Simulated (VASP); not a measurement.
# Si (I4/mmm) in VASP: a series of runs

Si is run at these levels: LDA; tasks: single point.

All numbers are computed with VASP 6.6.1; they aren't measurements. Logs are shortened: lines on timing, memory, paths and dates and some standing lists are left out, and cuts for length are marked.

### 1 The cell of the first run

Symmetry: I4/mmm, No. 139, tetragonal system. Conventional cell: a = 3.254 Å, b = 3.254 Å, c = 2.641 Å, α = 90.00°, β = 90.00°, γ = 90.00°. Within 3.5 Å of Si (site symmetry 4/mmm) lie 14 Si at 2.64 to 3.25 Å.

### 2 Single point, LDA

The input, INCAR:

```
SYSTEM = Si
  PREC = Accurate
  ENCUT = 520
  EDIFF = 1E-7
  ISMEAR = 1
  SIGMA = 0.05
  LREAL = .False.
  LASPH = .True.
  NELM = 60
  ALGO = Normal
  ISIF = 2
  LWAVE = .False.
  LCHARG = .False.
  NBANDS = 8
```

The input, KPOINTS:

```
regular mesh
0
Gamma
  14 14 14
  0 0 0
```

The input, POSCAR:

```
Si
1.0
   -1.6269150000      1.6269150000      1.3203300000
    1.6269150000     -1.6269150000      1.3203300000
    1.6269150000      1.6269150000     -1.3203300000
Si
1
Direct
    0.0000000000      0.0000000000      0.0000000000
```

Potentials or basis: VASP PAW LDA potentials, release 64 (Si).

Run with:

```console
$ cat potpaw_LDA.64/Si/POTCAR > POTCAR
$ mpirun -np 1 vasp_std > vasp.out
```

OUTCAR:

```text
SYSTEM = Si
   PREC = Accurate
   ENCUT = 520
   EDIFF = 1E-7
   ISMEAR = 1
   LREAL = .False.
   LASPH = .True.
   NELM = 60
   ISIF = 2

 ion  position               nearest neighbor table
   1  0.000  0.000  0.000-

  LATTYP: Found a body centered tetragonal cell.
 ALAT       =     3.2538300000
 C/A-ratio  =     0.8115543836

  Lattice vectors:

 A1 = (  -1.6269150000,   1.6269150000,   1.3203300000)
 A2 = (   1.6269150000,  -1.6269150000,   1.3203300000)
 A3 = (   1.6269150000,   1.6269150000,  -1.3203300000)

Analysis of symmetry for initial positions (statically):
=====================================================================
 Subroutine PRICEL returns:
 Original cell was already a primitive cell.

 Routine SETGRP: Setting up the symmetry group for a
 body centered tetragonal supercell.

 Subroutine GETGRP returns: Found 16 space group operations
 (whereof 16 operations were pure point group operations)
 out of a pool of 16 trial point group operations.

The static configuration has the point symmetry D_4h.

Analysis of symmetry for dynamics (positions and initial velocities):
=====================================================================
 Subroutine PRICEL returns:
 Original cell was already a primitive cell.

 Routine SETGRP: Setting up the symmetry group for a
 body centered tetragonal supercell.

 Subroutine GETGRP returns: Found 16 space group operations
 (whereof 16 operations were pure point group operations)
 out of a pool of 16 trial point group operations.

The dynamic configuration has the point symmetry D_4h.

 Subroutine INISYM returns: Found 16 space group operations
 (whereof 16 operations are pure point group operations),
 and found     1 'primitive' translations

----------------------------------------------------------------------------------------

                                     Primitive cell

  volume of cell :      13.9789

  direct lattice vectors                    reciprocal lattice vectors
    -1.626915000  1.626915000  1.320330000     0.000000000  0.307330131  0.378693205
     1.626915000 -1.626915000  1.320330000     0.307330131  0.000000000  0.378693205
     1.626915000  1.626915000 -1.320330000     0.307330131  0.307330131  0.000000000

  length of vectors
     2.652729942  2.652729942  2.652729942     0.487709292  0.487709292  0.434630439

  position of ions in fractional coordinates (direct lattice)
     0.000000000  0.000000000  0.000000000

  ion indices of the primitive-cell ions
   primitive index   ion index
                 1           1

----------------------------------------------------------------------------------------

 KPOINTS: regular mesh

Automatic generation of k-mesh.
 Grid dimensions read from file:
 generate k-points for:   14   14   14

 Generating k-lattice:

  Cartesian coordinates                     Fractional coordinates (reciprocal lattice)
     0.000000000  0.021952152  0.027049515     0.071428571  0.000000000  0.000000000
     0.021952152  0.000000000  0.027049515     0.000000000  0.071428571  0.000000000
     0.021952152  0.021952152  0.000000000     0.000000000  0.000000000  0.071428571

  Length of vectors
     0.034836378  0.034836378  0.031045031

  Shift w.r.t. Gamma in fractional coordinates (k-lattice)
     0.000000000  0.000000000  0.000000000

 Subroutine IBZKPT returns following result:
 ===========================================

 Found    244 irreducible k-points:

 Following reciprocal coordinates:
            Coordinates               Weight
  0.000000  0.000000  0.000000      1.000000
  0.071429  0.000000  0.000000      8.000000
  0.142857 -0.000000  0.000000      8.000000
  0.214286  0.000000 -0.000000      8.000000
  0.285714 -0.000000  0.000000      8.000000
  0.357143 -0.000000  0.000000      8.000000
[... 16 lines left out ...]
  0.214286  0.142857  0.000000     16.000000
  0.285714  0.142857  0.000000     16.000000
 [... further k-points ...]
   k-points           NKPTS =    244   k-points in BZ     NKDIM =    244   number of bands    NBANDS=      8
   number of dos      NEDOS =    301   number of ions     NIONS =      1
   total plane-waves  NPLWV =   8000
   dimension x,y,z NGX =    20 NGY =   20 NGZ =   20
   dimension x,y,z NGXF=    40 NGYF=   40 NGZF=   40
   ions per type =               1
   NGX,Y,Z   is equivalent  to a cutoff of  12.53, 12.53, 12.53 a.u.
   NGXF,Y,Z  is equivalent  to a cutoff of  25.07, 25.07, 25.07 a.u.
 SYSTEM =  Si
   PREC   = accura    normal or accurate (medium, high low for compatibility)
   ISTART =      0    job   : 0-new  1-cont  2-samecut
   ICHARG =      2    charge: 1-file 2-atom 10-const
   ISPIN  =      1    spin polarized calculation?
   LNONCOLLINEAR =      F non collinear calculations
   LSORBIT =      F    spin-orbit coupling
   LASPH  =      T    aspherical Exc in radial PAW
   ENCUT  =  520.0 eV  38.22 Ry    6.18 a.u.   4.93  4.93  4.93*2*pi/ulx,y,z
   NELM   =     60;   NELMIN=  2; NELMDL= -5     # of ELM steps
   EDIFF  = 0.1E-06   stopping-criterion for ELM
   LREAL  =      F    real-space projection
   EDIFFG = 0.1E-05   stopping-criterion for IOM
   NSW    =      0    number of steps for IOM
   IBRION =     -1    ionic relax: 0-MD 1-quasi-New 2-CG
   NFREE  =      0    steps in history (QN), initial steepest desc. (CG)
   ISIF   =      2    stress and relaxation
   ISYM   =      2    0-nonsym 1-usesym 2-fastsym
   POTIM  = 0.5000    time-step for ionic-motion
   TEBEG  =    0.0;   TEEND  =   0.0 temperature during run
   PSTRESS=    0.0 pullay stress
   NELECT =       4.0000    total number of electrons
   NUPDOWN=      -1.0000    fix difference up-down
   EMIN   =  10.00;   EMAX   =-10.00  energy-range for DOS
   EFERMI =   0.00;   METHOD = LEGACY
   ISMEAR =     1;   SIGMA  =   0.05  broadening in eV -4-tet -1-fermi 0-gaus
   EFERMI_NEDOS =   21; number of points for ismear=-14 and -15
   IALGO  =     38    algorithm
   IMIX   =      4    mixing-type and parameters
     AMIX     =   0.40;   BMIX     =  1.00
     AMIX_MAG =   1.60;   BMIX_MAG =  1.00
  volume/ion in A,a.u.               =      13.98        94.33
  Fermi-wavevector in a.u.,A,eV,Ry     =   1.078791  2.038620 15.834333  1.163791
  Thomas-Fermi vector in A             =   2.214739
   LORBIT       =      0    0 simple, 1 ext, 2 COOP (PROOUT), +10 PAW based schemes
   GGA     = CA    functional components
   LHFCALC =     F    Hartree Fock is set to
   AEXX    =    0.0000 exact exchange contribution
   IVDW    =     0    specifies the selected vdW correction
   LEPSILON=     F    determine dielectric tensor
   LRPA    =     F    only Hartree local field effects (RPA)
 non-spin polarized calculation
 Methfessel and Paxton  Order N= 1 SIGMA  =   0.05
  energy-cutoff  :      520.00
  volume of cell :       13.98
 maximum number of plane-waves:       388
   NGX =  9   NGY =  9   NGZ =  9

 number of electron       3.9999999 magnetization

 Free energy of the ion-electron system (eV)
  ---------------------------------------------------
  ext. energy  EPLUGINS =         0.00000000
  ---------------------------------------------------
  free energy    TOTEN  =        -5.56149940 eV

  energy without entropy =       -5.56135458  energy(sigma->0) =       -5.56145113

 E-fermi :  10.6109     XC(G=0): -11.3940

 val. band max:       10.5974003996   @ k =   0.2143   0.2143   0.0000
 cond. band min:      10.6146933546   @ k =  -0.2143   0.4286   0.2143
 fundamental gap:      0.0172929550
 Fermi energy:        10.6109037269

 k-point     1 :       0.0000    0.0000    0.0000
  band No.  band energies     occupation
      1      -4.1438      2.00000
      2      20.1280      0.00000
      3      20.5709      0.00000
      4      20.5709      0.00000
      5      23.5263      0.00000
      6      24.2297      0.00000
      7      25.7327      0.00000
      8      25.7327      0.00000

 k-point     2 :       0.0714    0.0000    0.0000
  band No.  band energies     occupation
      1      -3.9680      2.00000
      2      18.8026      0.00000
      3      20.0916      0.00000
      4      21.9553      0.00000
      5      22.1364      0.00000
      6      24.9709      0.00000
      7      24.9876      0.00000
      8      25.3666      0.00000

 k-point     3 :       0.1429   -0.0000    0.0000
  band No.  band energies     occupation
      1      -3.4413      2.00000
      2      17.5401      0.00000
      3      19.0611      0.00000
      4      19.3676      0.00000
      5      22.0285      0.00000
      6      24.2613      0.00000
      7      25.2894      0.00000
      8      26.6964      0.00000

 k-point     4 :       0.2143    0.0000   -0.0000
  band No.  band energies     occupation
      1      -2.5666      2.00000
      2      15.9048      0.00000
      3      16.5655      0.00000
      4      18.4079      0.00000
      5      20.5617      0.00000
      6      22.9801      0.00000
      7      27.4799      0.00000
      8      27.9298      0.00000

 k-point     5 :       0.2857   -0.0000    0.0000
  band No.  band energies     occupation
      1      -1.3484      2.00000
      2      12.6624      0.00000
      3      15.8853      0.00000
      4      17.7744      0.00000
      5      19.1213      0.00000
      6      21.7368      0.00000
      7      27.9844      0.00000
      8      30.1475      0.00000
[... 177 lines left out ...]
 k-point    22 :       0.1429    0.1429    0.0000
  band No.  band energies     occupation
      1      -1.8982      2.00000
      2      15.0914      0.00000
      3      16.1298      0.00000
      4      16.2910      0.00000
      5      21.7586      0.00000
      6      22.9808      0.00000
      7      25.4025      0.00000
      8      25.7500      0.00000

 k-point    23 :       0.2143    0.1429    0.0000
  band No.  band energies     occupation
      1      -0.6119      2.00000
      2      12.2959      0.00000
      3      14.2941      0.00000
      4      15.7467      0.00000
      5      21.2175      0.00000
      6      22.9164      0.00000
      7      25.2632      0.00000
      8      27.5696      0.00000

 k-point    24 :       0.2857    0.1429    0.0000
  band No.  band energies     occupation
      1       1.0089      2.00000
      2       9.3788      2.00000
      3      13.0443      0.00000
      4      15.4875      0.00000
      5      20.4992      0.00000
      6      22.7170      0.00000
      7      25.6009      0.00000
      8      30.3147      0.00000

 [... further k-points ...]
[... 5 lines left out ...]
  --------------------------------------------------------------------------------------
  -------------------------------------------------------------------------------------
  Total        0.0008658      0.0008658     -0.0913300      0.0000000      0.0000000      0.0000000
  in kB        0.0992378      0.0992378    -10.4677117      0.0000000      0.0000000      0.0000000
  external PRESSURE =      -3.4230787 kB  Pullay stress =       0.0000000 kB

 VOLUME and BASIS-vectors are now :
 -----------------------------------------------------------------------------
  energy-cutoff  :      520.00
  volume of cell :       13.98
      direct lattice vectors                 reciprocal lattice vectors
    -1.626915000  1.626915000  1.320330000     0.000000000  0.307330131  0.378693205
     1.626915000 -1.626915000  1.320330000     0.307330131  0.000000000  0.378693205
     1.626915000  1.626915000 -1.320330000     0.307330131  0.307330131  0.000000000

 POSITION                                       TOTAL-FORCE (eV/Angst)
 -----------------------------------------------------------------------------------
      0.00000      0.00000      0.00000         0.000000      0.000000      0.000000
 -----------------------------------------------------------------------------------
    total drift:                                0.000000      0.000000     -0.000000

  FREE ENERGIE OF THE ION-ELECTRON SYSTEM (eV)
  ---------------------------------------------------
  free  energy   TOTEN  =        -5.5614994026 eV

  energy  without entropy=       -5.5613545777  energy(sigma->0) =       -5.56145113
```

It took 12 s on 1 thread of Intel Xeon Platinum 8488C (Sapphire Rapids), shared host; peak memory 0.13 GiB.

What came out:

```yaml
Free_energy: -5.5615 eV
Pressure: -0.3 GPa
Band_gap_on_the_k_mesh: zero (band 2 reaches 20.20 eV, above the bottom of band 3 at 7.20 eV)
```

Stress tensor (GPa, compression positive):
```
 0.01  0.00  0.00
 0.00  0.01  0.00
 0.00  0.00 -1.05
```

Levels at points of the mesh, in eV from the Fermi level:
| k point | band 1 | band 2 | band 3 | band 4 | band 5 |
| --- | --- | --- | --- | --- | --- |
| (0.00, 0.00, 0.00) | -14.75 | 9.52 | 9.96 | 9.96 | 12.92 |
| (0.50, 0.00, 0.00) | -6.48 | -6.14 | 4.69 | 6.28 | 6.47 |
| (0.50, 0.50, 0.00) | -8.59 | -7.43 | 8.88 | 11.41 | 11.54 |
| (0.50, 0.50, 0.50) | -2.45 | -2.45 | -1.57 | 1.16 | 4.07 |

### 3 Single point, LDA

The input, INCAR:

```
PREC = Accurate
ENCUT = 520
EDIFF = 1E-7
ISMEAR = 1
SIGMA = 0.05
LREAL = F
LASPH = T
NELM = 60
ALGO = Normal
ISIF = 2
LWAVE = F
LCHARG = F
NBANDS = 8
```

The input, KPOINTS:

```
regular mesh
0
Gamma
  14 14 14
```

POSCAR is that of step 2.

Potentials or basis: VASP PAW LDA potentials, release 64 (Si).

Run with:

```console
$ cat potpaw_LDA.64/Si/POTCAR > POTCAR
$ mpirun -np 1 vasp_std > vasp.out
```

Run time: 15 s. Hardware: 1 thread of Intel Xeon Platinum 8488C (Sapphire Rapids), shared host; peak memory 0.12 GiB.

Results (log left out):

* Free energy: -5.5615 eV
* Pressure: -0.3 GPa
* Band gap on the k mesh: zero (band 2 reaches 20.20 eV, above the bottom of band 3 at 7.20 eV)

Stress tensor (GPa, compression positive):
```
 0.01  0.00  0.00
 0.00  0.01  0.00
 0.00  0.00 -1.05
```

Levels at points of the mesh, in eV from the Fermi level:
| k point | band 1 | band 2 | band 3 | band 4 | band 5 | band 6 | band 7 |
| --- | --- | --- | --- | --- | --- | --- | --- |
| (0.00, 0.00, 0.00) | -14.75 | 9.52 | 9.96 | 9.96 | 12.92 | 13.62 | 15.12 |
| (0.50, 0.00, 0.00) | -6.48 | -6.14 | 4.69 | 6.28 | 6.47 | 9.22 | 18.61 |
| (0.50, 0.50, 0.00) | -8.59 | -7.43 | 8.88 | 11.41 | 11.54 | 11.73 | 17.17 |
| (0.50, 0.50, 0.50) | -2.45 | -2.45 | -1.57 | 1.16 | 4.07 | 6.50 | 25.05 |
